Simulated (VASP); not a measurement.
Write the native input for VASP 6.6.1 that does the following.

```
Task                   : relaxation of cell and atoms
Functional             : PBE
Potentials or basis    : VASP PAW PBE potentials, release 64 (Ta_pv, Nb_sv, O)
Cutoff                 : 600 eV
k mesh                 : 14 × 14 × 14
Occupations            : gaussian, width 0.1 eV
Spin                   : no spin polarisation
Dipole correction      : no
Further INCAR settings : ALGO = Normal; EDIFF = 1e-06; IBRION = 2; EDIFFG = -0.01; NSW = 100; ISIF = 3
```

The structure of TaNbO lies in POSCAR:

```
TaNbO
1.0
   -2.6158458931      2.6158458931      1.9464112778
    2.6158458931     -2.6158458931      1.9464112778
    2.6158458931      2.6158458931     -1.9464112778
Ta Nb O
1 1 1
Direct
    0.2500000000      0.7500000000      0.5000000000
    0.5000000000      0.5000000000      0.0000000000
    0.7500000000      0.2500000000      0.5000000000
```

One way to write it, as run:

INCAR

```
  ALGO = Normal
  EDIFF = 1E-6
  EDIFFG = -0.01
  ENCUT = 600
  GGA = PE
  IBRION = 2
  ISIF = 3
  ISMEAR = 0
  LASPH = T
  LCHARG = F
  LREAL = F
  LWAVE = F
  NELM = 80
  NSW = 100
  PREC = Accurate
  SIGMA = 0.1
```

KPOINTS

```
k-points
0
Gamma
  14 14 14
```

Potentials or basis: VASP PAW PBE potentials, release 64 (Ta_pv, Nb_sv, O).

Command:

```console
$ cat potpaw_PBE.64/Ta_pv/POTCAR potpaw_PBE.64/Nb_sv/POTCAR potpaw_PBE.64/O/POTCAR > POTCAR
$ mpirun -np 1 vasp_std > vasp.out
```

It gave:

The relaxed volume is 17.73 Å³/atom. The relaxed cell is a = 4.176 Å, b = 4.176 Å, c = 4.176 Å, α = 102.59°, β = 102.59°, γ = 124.34° and the space group after relaxing (to 0.05 Å) is I-4m2 (No. 119). The energy gained by relaxing is 0.1 meV/atom and the ionic steps are 9. The pressure after relaxing is 0.0 GPa and the band gap on the k mesh is zero (band 15 reaches 7.25 eV, above the bottom of band 16 at 5.83 eV).

Caveat: spin-orbit coupling is left out, which moves the levels of the heavy elements.

It took 19 min on 1 thread of Intel(R) Xeon(R) Platinum 8259CL CPU @ 2.50GHz (Skylake/Cascade Lake), on a shared host, peak memory 0.48 GiB.
